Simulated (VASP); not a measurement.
A run of VASP 6.6.1:

INCAR

```
PREC = Accurate
ENCUT = 520
EDIFF = 1E-7
ISMEAR = -1
SIGMA = 0.05
LREAL = F
LASPH = T
NELM = 60
ALGO = Normal
ISIF = 2
LWAVE = F
LCHARG = F
GGA = PS
NBANDS = 12
```

The input KPOINTS:

```
Automatic mesh
0
Gamma
  11 11 11
```

File POSCAR:

```
In
1.0
   -1.6573500545      1.6573500545      2.5222162388
    1.6573500545     -1.6573500545      2.5222162388
    1.6573500545      1.6573500545     -2.5222162388
In
1
Direct
    0.0000000000      0.0000000000      0.0000000000
```

Potentials or basis: VASP PAW PBE potentials, release 64 (In_d).

Launch:

```console
$ cat potpaw_PBE.64/In_d/POTCAR > POTCAR
$ mpirun -np 1 vasp_std > vasp.out
```

Hardware: 1 thread of Intel Xeon 6975P-C, with other jobs on the host.

**Question.** Estimate the wall time of this run.

**Answer.** It took 31 s on 1 thread of Intel Xeon 6975P-C, with other jobs on the host, peak memory 0.18 GiB. Counts: scf iterations 11, k points 126.
